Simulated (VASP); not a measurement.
# TaN (P4/nmm) in VASP: notebook

The runs below take TaN through single point, with PBE.

Program: VASP 6.6.1. These are calculated values, not measurements. Logs are shortened: lines on timing, memory, paths and dates and some standing lists are left out, and cuts for length are marked.

### 1 The cell of the first run

Symmetry: P4/nmm, No. 129, tetragonal system. The conventional cell has a = 3.330 Å, b = 3.330 Å, c = 4.875 Å, α = 90.00°, β = 90.00°, γ = 90.00°. Ta (site symmetry -4m2) has 4 N at 2.11 Å and 4 Ta at 2.35 Å within 2.8 Å. Within 2.8 Å of N (site symmetry 4mm) lie 4 Ta at 2.11 Å.

### 2 Single point, PBE

The input, INCAR:

```
  PREC = Accurate
  ENCUT = 520
  EDIFF = 1E-6
  ISMEAR = -1
  SIGMA = 0.05
  LREAL = False
  LASPH = True
  NELM = 80
  ALGO = Normal
  ISIF = 2
  LWAVE = False
  LCHARG = False
  GGA = PE
  NBANDS = 24
```

The input, KPOINTS:

```
regular mesh
0
Gamma
  8 8 6
```

The input, POSCAR:

```
TaN
1.0
    3.3297326343      0.0000000000      0.0000000000
    0.0000000000      3.3297326343      0.0000000000
    0.0000000000      0.0000000000      4.8753644943
Ta N
2 2
Direct
    0.0000000000      0.0000000000      0.0000000000
    0.5000000000      0.5000000000      0.0000000000
    0.5000000000      0.0000000000      0.2670000000
    0.0000000000      0.5000000000      0.7330000000
```

Potentials or basis: VASP PAW PBE potentials, release 64 (Ta_pv, N).

The run is started by

```bash
cat potpaw_PBE.64/Ta_pv/POTCAR potpaw_PBE.64/N/POTCAR > POTCAR
mpirun -np 1 vasp_std > vasp.out
```

OUTCAR:

```text
PREC = Accurate
   ENCUT = 520
   EDIFF = 1E-6
   ISMEAR = -1
   LREAL = False
   LASPH = True
   NELM = 80
   ISIF = 2
   GGA = PE

 ion  position               nearest neighbor table
   1  0.000  0.000  0.000-   3 2.11   4 2.11   4 2.11   3 2.11   2 2.35   2 2.35   2 2.35   2 2.35

   2  0.500  0.500  0.000-   3 2.11   4 2.11   3 2.11   4 2.11   1 2.35   1 2.35   1 2.35   1 2.35

   3  0.500  0.000  0.267-   1 2.11   2 2.11   2 2.11   1 2.11
   4  0.000  0.500  0.733-   1 2.11   2 2.11   1 2.11   2 2.11

  LATTYP: Found a simple tetragonal cell.
 ALAT       =     3.3297326343
 C/A-ratio  =     1.4641909816

  Lattice vectors:

 A1 = (   3.3297326343,   0.0000000000,   0.0000000000)
 A2 = (   0.0000000000,   3.3297326343,   0.0000000000)
 A3 = (   0.0000000000,   0.0000000000,   4.8753644943)

Analysis of symmetry for initial positions (statically):
=====================================================================
 Subroutine PRICEL returns:
 Original cell was already a primitive cell.

 Routine SETGRP: Setting up the symmetry group for a
 simple tetragonal supercell.

 Subroutine GETGRP returns: Found 16 space group operations
 (whereof  8 operations were pure point group operations)
 out of a pool of 16 trial point group operations.

The static configuration has the point symmetry D_2d.
 The point group associated with its full space group is D_4h.

Analysis of symmetry for dynamics (positions and initial velocities):
=====================================================================
 Subroutine PRICEL returns:
 Original cell was already a primitive cell.

 Routine SETGRP: Setting up the symmetry group for a
 simple tetragonal supercell.

 Subroutine GETGRP returns: Found 16 space group operations
 (whereof  8 operations were pure point group operations)
 out of a pool of 16 trial point group operations.

The dynamic configuration has the point symmetry D_2d.
 The point group associated with its full space group is D_4h.

 Subroutine INISYM returns: Found 16 space group operations
 (whereof  8 operations are pure point group operations),
 and found     1 'primitive' translations

----------------------------------------------------------------------------------------

                                     Primitive cell

  volume of cell :      54.0537

  direct lattice vectors                    reciprocal lattice vectors
     3.329732634  0.000000000  0.000000000     0.300324413  0.000000000  0.000000000
     0.000000000  3.329732634  0.000000000     0.000000000  0.300324413  0.000000000
     0.000000000  0.000000000  4.875364494     0.000000000  0.000000000  0.205112869

  length of vectors
     3.329732634  3.329732634  4.875364494     0.300324413  0.300324413  0.205112869

  position of ions in fractional coordinates (direct lattice)
     0.000000000  0.000000000  0.000000000
     0.500000000  0.500000000  0.000000000
     0.500000000  0.000000000  0.267000000
     0.000000000  0.500000000  0.733000000

  ion indices of the primitive-cell ions
   primitive index   ion index
                 1           1
                 2           2
                 3           3
                 4           4

----------------------------------------------------------------------------------------

 KPOINTS: regular mesh

Automatic generation of k-mesh.
 Grid dimensions read from file:
 generate k-points for:    8    8    6

 Generating k-lattice:

  Cartesian coordinates                     Fractional coordinates (reciprocal lattice)
     0.037540552  0.000000000  0.000000000     0.125000000  0.000000000  0.000000000
     0.000000000  0.037540552  0.000000000     0.000000000  0.125000000  0.000000000
     0.000000000  0.000000000  0.034185478     0.000000000  0.000000000  0.166666667

  Length of vectors
     0.037540552  0.037540552  0.034185478

  Shift w.r.t. Gamma in fractional coordinates (k-lattice)
     0.000000000  0.000000000  0.000000000

 Subroutine IBZKPT returns following result:
 ===========================================

 Found     60 irreducible k-points:

 Following reciprocal coordinates:
            Coordinates               Weight
  0.000000  0.000000  0.000000      1.000000
  0.125000  0.000000  0.000000      4.000000
  0.250000  0.000000  0.000000      4.000000
  0.375000  0.000000  0.000000      4.000000
  0.500000  0.000000  0.000000      2.000000
  0.125000  0.125000  0.000000      4.000000
[... 16 lines left out ...]
  0.375000  0.125000  0.166667     16.000000
  0.500000  0.125000  0.166667      8.000000
 [... further k-points ...]
   k-points           NKPTS =     60   k-points in BZ     NKDIM =     60   number of bands    NBANDS=     24
   number of dos      NEDOS =    301   number of ions     NIONS =      4
   total plane-waves  NPLWV =  28224
   dimension x,y,z NGX =    28 NGY =   28 NGZ =   36
   dimension x,y,z NGXF=    56 NGYF=   56 NGZF=   72
   ions per type =               2   2
   NGX,Y,Z   is equivalent  to a cutoff of  13.98, 13.98, 12.28 a.u.
   NGXF,Y,Z  is equivalent  to a cutoff of  27.96, 27.96, 24.55 a.u.
 SYSTEM =  unknown system
   PREC   = accura    normal or accurate (medium, high low for compatibility)
   ISTART =      0    job   : 0-new  1-cont  2-samecut
   ICHARG =      2    charge: 1-file 2-atom 10-const
   ISPIN  =      1    spin polarized calculation?
   LNONCOLLINEAR =      F non collinear calculations
   LSORBIT =      F    spin-orbit coupling
   LASPH  =      T    aspherical Exc in radial PAW
   ENCUT  =  520.0 eV  38.22 Ry    6.18 a.u.   6.19  6.19  9.06*2*pi/ulx,y,z
   NELM   =     80;   NELMIN=  2; NELMDL= -5     # of ELM steps
   EDIFF  = 0.1E-05   stopping-criterion for ELM
   LREAL  =      F    real-space projection
   EDIFFG = 0.1E-04   stopping-criterion for IOM
   NSW    =      0    number of steps for IOM
   IBRION =     -1    ionic relax: 0-MD 1-quasi-New 2-CG
   NFREE  =      0    steps in history (QN), initial steepest desc. (CG)
   ISIF   =      2    stress and relaxation
   ISYM   =      2    0-nonsym 1-usesym 2-fastsym
   POTIM  = 0.5000    time-step for ionic-motion
   TEBEG  =    0.0;   TEEND  =   0.0 temperature during run
   PSTRESS=    0.0 pullay stress
   NELECT =      32.0000    total number of electrons
   NUPDOWN=      -1.0000    fix difference up-down
   EMIN   =  10.00;   EMAX   =-10.00  energy-range for DOS
   EFERMI =   0.00;   METHOD = LEGACY
   ISMEAR =    -1;   SIGMA  =   0.05  broadening in eV -4-tet -1-fermi 0-gaus
   EFERMI_NEDOS =   21; number of points for ismear=-14 and -15
   IALGO  =     38    algorithm
   IMIX   =      4    mixing-type and parameters
     AMIX     =   0.40;   BMIX     =  1.00
     AMIX_MAG =   1.60;   BMIX_MAG =  1.00
  volume/ion in A,a.u.               =      13.51        91.19
  Fermi-wavevector in a.u.,A,eV,Ry     =   1.374621  2.597656 25.709326  1.889582
  Thomas-Fermi vector in A             =   2.500031
   LORBIT       =      0    0 simple, 1 ext, 2 COOP (PROOUT), +10 PAW based schemes
   GGA     = PE    functional components
   LHFCALC =     F    Hartree Fock is set to
   AEXX    =    0.0000 exact exchange contribution
   IVDW    =     0    specifies the selected vdW correction
   LEPSILON=     F    determine dielectric tensor
   LRPA    =     F    only Hartree local field effects (RPA)
 non-spin polarized calculation
  energy-cutoff  :      520.00
  volume of cell :       54.05
 maximum number of plane-waves:      1472
 NGX is ok and might be reduce to    28
   NGX = 13   NGY = 13   NGZ = 19

 number of electron      31.9999999 magnetization

 Free energy of the ion-electron system (eV)
  ---------------------------------------------------
  ext. energy  EPLUGINS =         0.00000000
  ---------------------------------------------------
  free energy    TOTEN  =       -34.98080264 eV

  energy without entropy =      -34.96086483  energy(sigma->0) =      -34.97083374

 E-fermi :   4.2246     XC(G=0): -11.3724

 val. band max:        4.2174867826   @ k =   0.2500   0.1250   0.1667
 cond. band min:       4.2465205797   @ k =   0.3750   0.3750   0.3333
 fundamental gap:      0.0290337971
 Fermi energy:         4.2245576366

 k-point     1 :       0.0000    0.0000    0.0000
  band No.  band energies     occupation
      1     -31.5744      2.00000
      2     -31.5744      2.00000
      3     -30.3340      2.00000
      4     -29.0975      2.00000
      5     -28.2055      2.00000
      6     -28.2055      2.00000
[... 16 lines left out ...]
     23      10.9573      0.00000
     24      13.8135      0.00000

 k-point     2 :       0.1250    0.0000    0.0000
  band No.  band energies     occupation
      1     -31.4972      2.00000
      2     -31.4690      2.00000
      3     -30.2846      2.00000
      4     -29.1426      2.00000
      5     -28.4056      2.00000
      6     -28.3653      2.00000
[... 16 lines left out ...]
     23      11.2663      0.00000
     24      13.5254      0.00000

 k-point     3 :       0.2500    0.0000    0.0000
  band No.  band energies     occupation
      1     -31.2602      2.00000
      2     -31.1616      2.00000
      3     -30.1449      2.00000
      4     -29.2740      2.00000
      5     -28.9276      2.00000
      6     -28.8018      2.00000
[... 16 lines left out ...]
     23      11.3863      0.00000
     24      12.4073      0.00000

 k-point     4 :       0.3750    0.0000    0.0000
  band No.  band energies     occupation
      1     -30.8552      2.00000
      2     -30.6790      2.00000
      3     -29.9380      2.00000
      4     -29.6248      2.00000
      5     -29.4532      2.00000
      6     -29.4101      2.00000
[... 16 lines left out ...]
     23      11.0686      0.00000
     24      11.1669      0.00000

 k-point     5 :       0.5000    0.0000    0.0000
  band No.  band energies     occupation
      1     -30.2917      2.00000
      2     -30.2917      2.00000
      3     -30.0701      2.00000
      4     -30.0701      2.00000
      5     -29.6970      2.00000
      6     -29.6970      2.00000
[... 16 lines left out ...]
     23      11.2768      0.00000
     24      11.2768      0.00000

 k-point     6 :       0.1250    0.1250    0.0000
  band No.  band energies     occupation
      1     -31.6935      2.00000
      2     -31.0965      2.00000
      3     -30.2386      2.00000
      4     -29.1831      2.00000
      5     -28.9384      2.00000
      6     -28.1432      2.00000
[... 16 lines left out ...]
     23      11.0307      0.00000
     24      13.1453      0.00000
[... 379 lines left out ...]
 k-point    21 :       0.1250    0.1250    0.1667
  band No.  band energies     occupation
      1     -31.6935      2.00000
      2     -31.0965      2.00000
      3     -30.2393      2.00000
      4     -29.1833      2.00000
      5     -28.9384      2.00000
      6     -28.1432      2.00000
[... 16 lines left out ...]
     23      11.0732      0.00000
     24      13.0881      0.00000

 k-point    22 :       0.2500    0.1250    0.1667
  band No.  band energies     occupation
      1     -31.6977      2.00000
      2     -30.5696      2.00000
      3     -30.1084      2.00000
      4     -29.6636      2.00000
      5     -29.3000      2.00000
      6     -28.2625      2.00000
[... 16 lines left out ...]
     23      10.7978      0.00000
     24      12.1111      0.00000

 k-point    23 :       0.3750    0.1250    0.1667
  band No.  band energies     occupation
      1     -31.4775      2.00000
      2     -30.4041      2.00000
      3     -29.9625      2.00000
      4     -29.8984      2.00000
      5     -29.4795      2.00000
      6     -28.6825      2.00000
[... 16 lines left out ...]
     23      10.8558      0.00000
     24      11.4678      0.00000

 k-point    24 :       0.5000    0.1250    0.1667
  band No.  band energies     occupation
      1     -31.0348      2.00000
      2     -31.0348      2.00000
      3     -29.6977      2.00000
      4     -29.6977      2.00000
      5     -29.2818      2.00000
      6     -29.2818      2.00000
[... 16 lines left out ...]
     23      11.1378      0.00000
     24      11.1378      0.00000

 [... further k-points ...]
[... 5 lines left out ...]
  --------------------------------------------------------------------------------------
  -------------------------------------------------------------------------------------
  Total       31.6146157     31.6146157     -2.8052899      0.0000000      0.0000000      0.0000000
  in kB      937.0713809    937.0713809    -83.1500487      0.0000000      0.0000000      0.0000000
  external PRESSURE =     596.9975710 kB  Pullay stress =       0.0000000 kB

 VOLUME and BASIS-vectors are now :
 -----------------------------------------------------------------------------
  energy-cutoff  :      520.00
  volume of cell :       54.05
      direct lattice vectors                 reciprocal lattice vectors
     3.329732634  0.000000000  0.000000000     0.300324413  0.000000000  0.000000000
     0.000000000  3.329732634  0.000000000     0.000000000  0.300324413  0.000000000
     0.000000000  0.000000000  4.875364494     0.000000000  0.000000000  0.205112869

 POSITION                                       TOTAL-FORCE (eV/Angst)
 -----------------------------------------------------------------------------------
      0.00000      0.00000      0.00000         0.000000     -0.000000      0.000000
      1.66487      1.66487      0.00000         0.000000      0.000000      0.000000
      1.66487      0.00000      1.30172        -0.000000      0.000000     -1.315166
      0.00000      1.66487      3.57364         0.000000      0.000000      1.315166
 -----------------------------------------------------------------------------------
    total drift:                                0.000000      0.000000     -0.000000

  FREE ENERGIE OF THE ION-ELECTRON SYSTEM (eV)
  ---------------------------------------------------
  free  energy   TOTEN  =       -34.9808026442 eV

  energy  without entropy=      -34.9608648342  energy(sigma->0) =      -34.97083374
```

Wall time 27 s (1 thread of Intel Xeon 6975P-C (Granite Rapids), shared host); peak memory 0.21 GiB.

Results:

- Free energy: -34.9808 eV
- Pressure: 59.7 GPa
- Largest force: 1.315 eV/Å
- Band gap on the k mesh: zero (band 16 reaches 5.69 eV, above the bottom of band 17 at 3.52 eV)

Forces in eV/Å, atoms in the order of the input:
```
Ta   0.000  0.000  0.000
Ta   0.000  0.000  0.000
N    0.000  0.000 -1.315
N    0.000  0.000  1.315
```

Caveat: spin-orbit coupling is left out, which moves the levels of the heavy elements; forces of over 1 eV/Å act on the atoms, so gaps and moduli don't describe the material at rest.

### 3 Single point, PBE

This run uses another cell than the first one, of 13.80 Å³/atom, 1.021 times its volume.

The input, INCAR:

```
SYSTEM = TaN
  PREC = Accurate
  ENCUT = 520
  EDIFF = 1E-6
  ISMEAR = -1
  SIGMA = 0.05
  LREAL = .FALSE.
  LASPH = .TRUE.
  NELM = 100
  ALGO = Normal
  ISIF = 2
  LWAVE = .FALSE.
  LCHARG = .FALSE.
  GGA = PE
  NBANDS = 24
```

The input, KPOINTS:

```
regular mesh
0
G
  8 8 6
  0 0 0
```

The input, POSCAR:

```
TaN
1.0
    3.3531822282      0.0000000000      0.0000000000
    0.0000000000      3.3531822282      0.0000000000
    0.0000000000      0.0000000000      4.9096991783
Ta N
2 2
Direct
    0.0000000000      0.0000000000      0.0000000000
    0.5000000000      0.5000000000      0.0000000000
    0.5000000000      0.0000000000      0.2670000000
    0.0000000000      0.5000000000      0.7330000000
```

Potentials or basis: VASP PAW PBE potentials, release 64 (Ta_pv, N).

The run is started by

```bash
cat potpaw_PBE.64/Ta_pv/POTCAR potpaw_PBE.64/N/POTCAR > POTCAR
mpirun -np 1 vasp_std > vasp.out
```

Run time: 31 s. Hardware: 1 thread of Intel Xeon 6975P-C (Granite Rapids), shared host; peak memory 0.21 GiB.

Results (log left out):

| Quantity | Value |
| --- | --- |
| Free energy | -35.3825 eV |
| Pressure | 52.1 GPa |
| Largest force | 1.780 eV/Å |
| Band gap on the k mesh | zero (band 16 reaches 5.48 eV, above the bottom of band 17 at 3.35 eV) |

Forces in eV/Å, atoms in the order of the input:
```
Ta   0.000  0.000  0.000
Ta   0.000  0.000  0.000
N    0.000  0.000 -1.780
N    0.000  0.000  1.780
```

Stress tensor (GPa, compression positive):
```
 84.19   0.00   0.00
  0.00  84.19   0.00
  0.00   0.00 -11.94
```

Levels at points of the mesh, in eV from the Fermi level:
```csv
k point,band 14,band 15,band 16,band 17,band 18,band 19
"(0.00, 0.00, 0.00)",-2.14,-2.14,0.54,1.60,2.32,3.71
"(0.50, 0.00, 0.00)",-3.22,-0.05,-0.05,1.53,1.53,2.76
"(0.50, 0.50, 0.00)",-2.38,-1.75,-1.75,0.08,0.08,3.82
"(0.00, 0.00, 0.50)",-1.86,-1.86,1.43,1.51,2.42,4.14
"(0.50, 0.00, 0.50)",-3.59,0.13,0.13,1.53,1.53,2.70
"(0.50, 0.50, 0.50)",-2.37,-1.36,-1.36,-0.64,-0.64,3.35
```

Caveat: spin-orbit coupling is left out, which moves the levels of the heavy elements; forces of over 1 eV/Å act on the atoms, so gaps and moduli don't describe the material at rest.

[end of part 1 of 2]
